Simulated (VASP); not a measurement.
Os2Pt, 3 atoms in the cell. The structure is cubic, space group Fm-3m (No. 225). Conventional cell: a = 5.358 Å, b = 5.358 Å, c = 5.358 Å, α = 90.00°, β = 90.00°, γ = 90.00°. Within 3.1 Å of Os (site symmetry -43m) lie 4 Pt at 2.32 Å and 6 Os at 2.68 Å. Within 3.1 Å of Pt (site symmetry m-3m) lie 8 Os at 2.32 Å. The cell was generated, and may not be a known phase.

```yaml
Program: VASP 6.6.1
Task: single point
Functional: PBE
Potentials_or_basis: VASP PAW PBE potentials, release 64 (Os, Pt)
Cutoff: 520 eV
k_mesh: 6 × 6 × 6
Occupations: gaussian, width 0.1 eV
Spin: no spin polarisation
Dipole_correction: no
Further_INCAR_settings: ALGO = Fast; EDIFF = 1e-06; NBANDS = 20
```

Potentials or basis: VASP PAW PBE potentials, release 64 (Os, Pt).

Command:

```bash
$ cat potpaw_PBE.64/Os/POTCAR potpaw_PBE.64/Pt/POTCAR > POTCAR
$ mpirun -np 1 vasp_std > vasp.out
```

Hardware: 1 thread of Intel(R) Xeon(R) Platinum 8559C (Emerald Rapids), with other jobs on the host.

Question: How long does it take, and how much memory?

Answer: Run time: 11 s on 1 thread of Intel(R) Xeon(R) Platinum 8559C (Emerald Rapids), with other jobs on the host, peak memory 0.15 GiB. Counts: scf iterations 15, k points 16.
